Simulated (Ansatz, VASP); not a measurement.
NbInS4: VASP beside Ansatz

```xyz
6
Lattice="4.5064 0.0000 0.0000 -2.2532 3.9026 0.0000 0.0000 0.0000 6.2239" Properties=species:S:1:pos:R:3 pbc="T T T"
Nb    0.0000    0.0000    0.0000
In    0.0000    0.0000    3.1120
S     0.0000    2.6017    1.2021
S     2.2532    1.3009    1.2021
S     2.2532    1.3009    5.0218
S     0.0000    2.6017    5.0218
```

Alike in both runs: functional PBE; k mesh 12 × 12 × 6; occupations gaussian, width 0.1 eV; no spin polarisation.

Ansatz relaxed the structure, and its values are those at the end. VASP's run is a single point on that final structure, the one shown.

```csv
,VASP,Ansatz
version,VASP 6.6.1,Ansatz 0.2.0
potentials or method,"VASP PAW PBE potentials, release 64 (Nb_sv, In_d, S), cutoff 520 eV","scalar-relativistic, plane waves, PAW"
valence electrons in the cell,50,50
```

```tsv
	VASP	Ansatz	Ansatz less VASP
gap on the k mesh at the Fermi level (eV)	none	none	-
pressure (GPa)	-0.2	0.0	+0.19
rms of the force components (eV/Å)	0.014	0.001	-0.0135
```

A gap of «none» marks a metal or a gap that the smearing closes.
